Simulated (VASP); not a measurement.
A run of VASP 6.6.1:

The input INCAR:

```
SYSTEM = Si
  PREC = Accurate
  ENCUT = 600
  EDIFF = 1E-7
  ISMEAR = 0
  SIGMA = 0.01
  LREAL = .False.
  LASPH = .True.
  NELM = 100
  ALGO = Normal
  ISIF = 3
  LWAVE = .False.
  LCHARG = .False.
  GGA = PS
  IBRION = 2
  NSW = 100
  EDIFFG = -0.002
  PSTRESS = 10.0
```

The input KPOINTS:

```
Automatic mesh
0
Gamma
  8 8 8
  0 0 0
```

Contents of POSCAR:

```
Si
1.0
    0.0000000000      2.7168137247      2.7168137247
    2.7168137247      0.0000000000      2.7168137247
    2.7168137247      2.7168137247      0.0000000000
Si
2
Direct
    0.2500000000      0.2500000000      0.2500000000
    0.0000000000      0.0000000000      0.0000000000
```

Potentials or basis: VASP PAW PBE potentials, release 64 (Si).

Run with:

```bash
$ cat potpaw_PBE.64/Si/POTCAR > POTCAR
$ mpirun -np 1 vasp_std > vasp.out
```

Hardware: 1 thread of Intel(R) Xeon(R) 6975P-C (Granite Rapids) (shared host).

How long does it take, and how much memory?

It took 8.6 s on 1 thread of Intel(R) Xeon(R) 6975P-C (Granite Rapids), with other jobs on the host, peak memory 0.16 GiB. Counts: scf iterations 24, k points 29, ion steps 3.
